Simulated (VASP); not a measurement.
Nb2B:

```
CELL_PARAMETERS angstrom
3.93985 0.00000 0.00000
-1.96992 3.41201 0.00000
0.00000 0.00000 3.15945
ATOMIC_POSITIONS crystal
Nb 0.33333 0.66667 0.50000
Nb 0.66667 0.33333 0.50000
B 0.00000 0.00000 0.50000
```

- Program: VASP 6.6.1
- Task: relaxation of cell and atoms
- Functional: PBE
- Potentials or basis: VASP PAW PBE potentials, release 64 (Nb_sv, B)
- Cutoff: 600 eV
- k mesh: 6 × 6 × 6
- Occupations: gaussian, width 0.1 eV
- Spin: no spin polarisation

At the start: pressure 42.8 GPa; volume 14.16 Å³/atom.

Question: How do energy, volume and symmetry change on relaxing?

Answer: Over 12 steps the energy falls by 700.3 meV/atom and the volume is 15.78 Å³/atom (+11.5 %); space group P6/mmm (No. 191, to 0.05 Å).

Step by step:
```
step  energy change (eV)  largest force (eV/Å)  pressure (GPa)  volume (Å³)
   1              0.0000                0.0000           42.84        42.47
   2              1.3360                0.0000          -27.25        68.46
   3             -1.4843                0.0000           -3.97        51.11
   4             -1.6277                0.0000           -7.92        52.33
   5             -1.6337                0.0000           -6.40        51.75
   6             -2.0215                0.0000           -2.12        48.48
   7             -2.0925                0.0000            0.92        47.15
   8             -2.0965                0.0000            2.15        46.66
   9             -2.0969                0.0000            1.88        46.77
  10             -2.0944                0.0000           -1.24        47.69
  11             -2.1007                0.0000            0.36        47.17
  12             -2.1010                0.0000           -0.09        47.34
```

Final structure:
```
Nb B
1.0
     4.44822    0.00000    0.00000
    -2.22411    3.85227    0.00000
     0.00000    0.00000    2.76242
Nb B
2 1
Direct
  0.33333 0.66667 0.50000
  0.66667 0.33333 0.50000
  0.00000 0.00000 0.50000
```
